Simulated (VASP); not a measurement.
## Pt: single point with LDA

Crystal: Pt.

```
CELL_PARAMETERS angstrom
0.00000 1.96154 1.96154
1.96154 0.00000 1.96154
1.96154 1.96154 0.00000
ATOMIC_POSITIONS crystal
Pt 0.00000 0.00000 0.00000
```

* Program: VASP 6.6.1
* Task: single point
* Functional: LDA
* Potentials or basis: VASP PAW LDA potentials, release 64 (Pt)
* Cutoff: 520 eV
* k mesh: 20 × 20 × 20
* Occupations: fermi-dirac, width 0.15 eV
* Spin: no spin polarisation

```yaml
Pressure: -5.0 GPa
Band_gap_on_the_k_mesh: zero (bands 5 and 6 overlap by 2.23 eV)
```

Levels at points of the mesh, in eV from the Fermi level:
```tsv
k point	band 3	band 4	band 5	band 6	band 7	band 8
(0.00, 0.00, 0.00)	-3.84	-3.84	-1.65	-1.65	14.60	19.51
(0.50, 0.00, 0.00)	-3.89	-0.51	0.02	0.02	5.80	14.16
(0.50, 0.50, 0.00)	0.00	0.47	0.47	1.74	8.83	11.31
```

It took 17 s on 1 thread of Intel(R) Xeon(R) Platinum 8559C (Emerald Rapids) (shared host), peak memory 0.16 GiB.

Caveat: the cell stands under tension; spin-orbit coupling is left out, which moves the levels of the heavy elements.
